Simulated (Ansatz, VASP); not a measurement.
**Bi2Te3 in VASP and in Ansatz**

INCAR

```
SYSTEM = Bi2Te3
  PREC = Accurate
  ENCUT = 500
  EDIFF = 1E-6
  ISMEAR = -1
  SIGMA = 0.08
  LREAL = .False.
  LASPH = .True.
  NELM = 120
  ALGO = Normal
  ISIF = 2
  LWAVE = .False.
  LCHARG = .False.
  NBANDS = 32
  GGA_COMPAT = .False.
```

Contents of KPOINTS:

```
regular mesh
0
Gamma
  8 8 8
  0 0 0
```

Contents of POSCAR:

```
Bi2Te3
1.0
    2.1422462163      1.2368264296      9.9466700000
   -2.1422462163      1.2368264296      9.9466700000
    0.0000000000     -2.4736528593      9.9466700000
Bi Te
2 3
Direct
    0.8120000000      0.8120000000      0.8120000000
    0.4020000000      0.4020000000      0.4020000000
    0.6110000000      0.6110000000      0.6110000000
    0.2000000000      0.2000000000      0.2000000000
    0.0000000000      0.0000000000      0.0000000000
```

Input for Ansatz:

```yaml
crystal:
  lattice:
    - [2.1422462163, 1.2368264296, 9.94667]
    - [-2.1422462163, 1.2368264296, 9.94667]
    - [0.0, -2.4736528593, 9.94667]
  atoms:
    - { symbol: Bi, position: [0.812, 0.812, 0.812] }
    - { symbol: Bi, position: [0.402, 0.402, 0.402] }
    - { symbol: Te, position: [0.611, 0.611, 0.611] }
    - { symbol: Te, position: [0.2, 0.2, 0.2] }
    - { symbol: Te, position: [0.0, 0.0, 0.0] }
kpoints:
  mp_grid: { grid: [8, 8, 8] }
  band_path:
    path:
      - [0.0, 0.0, 0.0]
      - [0.5, 0.5, 0.5]
      - [0.8230254182, 0.1769745818, 0.5]
      - [0.5, -0.1769745818, 0.1769745818]
      - [0.5, 0.0, 0.0]
      - [0.0, 0.0, 0.0]
      - [0.3384872909, -0.3384872909, 0.0]
      - [0.6615127091, 0.0, 0.3384872909]
      - [0.5, 0.0, 0.5]
    npoints: 5
scf:
  occupations: { method: fermi_dirac, width: 0.08 }
hamiltonian:
  xc: lda
  pseudopotentials: { kind: all_electron, lapw: { basis_error: 0.001 } }
output:
  forces: true
  stress: true
  eigenvalues: true
```

Change from the starting cell: equal xx and yy strain of -3 %.

Alike in both runs: task single point; functional LDA; k mesh 8 × 8 × 8; occupations fermi-dirac, width 0.08 eV; no spin polarisation.

|  | VASP | Ansatz |
| --- | --- | --- |
| version | VASP 6.6.1 | Ansatz 0.2.0 |
| potentials or method | VASP PAW LDA potentials, release 64 (Bi_d, Te), cutoff 500 eV | all-electron LAPW, scalar-relativistic |

Ansatz gave:

| Item | Value |
| --- | --- |
| pressure (GPa) | 1.4 |
| traceless stress, the component that is largest in VASP (GPa) | -1.19 |
| rms of the force components (eV/Å) | 0.596 |

**Question.** Which values does VASP return?

**Answer.** Pressure (GPa): 1.5; traceless stress, the component that is largest in VASP (GPa): -1.19; rms of the force components (eV/Å): 0.608.

LDA's correlation is that of Perdew and Zunger in VASP and of Perdew and Wang (1992) in Ansatz. Atom by atom the forces differ by 0.014 eV/Å (rms over components). Ansatz ran all-electron here, and VASP with PAW potentials.

Spin-orbit coupling is off throughout.
